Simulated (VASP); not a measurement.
Wanted: the native input for a VASP 6.6.1 run.

* Task: single point
* Functional: r2SCAN
* Potentials or basis: VASP PAW PBE potentials, release 64 (Sr_sv, O)
* Cutoff: 520 eV
* k mesh: 8 × 8 × 8
* Occupations: gaussian, width 0.01 eV
* Spin: no spin polarisation
* Dipole correction: no
* Further INCAR settings: ALGO = Normal; EDIFF = 1e-07; NBANDS = 15

Crystal: SrO.

```
Sr O
1.0
     0.00000    2.52723    2.52723
     2.52723    0.00000    2.52723
     2.52723    2.52723    0.00000
Sr O
1 1
Direct
  0.50000 0.50000 0.50000
  0.00000 0.00000 0.00000
```

The input as run:

POSCAR

```
SrO
1.0
    0.0000000000      2.5272270674      2.5272270674
    2.5272270674      0.0000000000      2.5272270674
    2.5272270674      2.5272270674      0.0000000000
Sr O
1 1
Direct
    0.5000000000      0.5000000000      0.5000000000
    0.0000000000      0.0000000000      0.0000000000
```

INCAR.step1

```
PREC = Accurate
ENCUT = 520
ISMEAR = 0
SIGMA = 0.01
LREAL = F
LASPH = T
NELM = 100
NBANDS = 15
GGA = PE
ALGO = Normal
EDIFF = 1E-4
LWAVE = T
LCHARG = F
```

INCAR.step2

```
PREC = Accurate
ENCUT = 520
EDIFF = 1E-7
ISMEAR = 0
SIGMA = 0.01
LREAL = F
LASPH = T
NELM = 100
ALGO = Normal
ISIF = 2
LWAVE = F
LCHARG = F
METAGGA = R2SCAN
LMIXTAU = T
NBANDS = 15
ISTART = 1
```

KPOINTS

```
Automatic mesh
0
Gamma
  8 8 8
```

Potentials or basis: VASP PAW PBE potentials, release 64 (Sr_sv, O).

Launch:

```sh
$ cat potpaw_PBE.64/Sr_sv/POTCAR potpaw_PBE.64/O/POTCAR > POTCAR
$ cp INCAR.step1 INCAR
$ mpirun -np 1 vasp_std > vasp.out
$ cp INCAR.step2 INCAR
$ mpirun -np 1 vasp_std > vasp.out
```

Results of the run:

```
Pressure               : 7.4 GPa
Band gap on the k mesh : 3.71 eV (least direct gap 3.75 eV)
```

Caveat: the cell stands under pressure; the PAW data sets were made with another functional, which shifts forces and pressure a little.

It took 35 s on 1 thread of Intel(R) Xeon(R) 6975P-C (Granite Rapids) (shared host), peak memory 0.17 GiB.
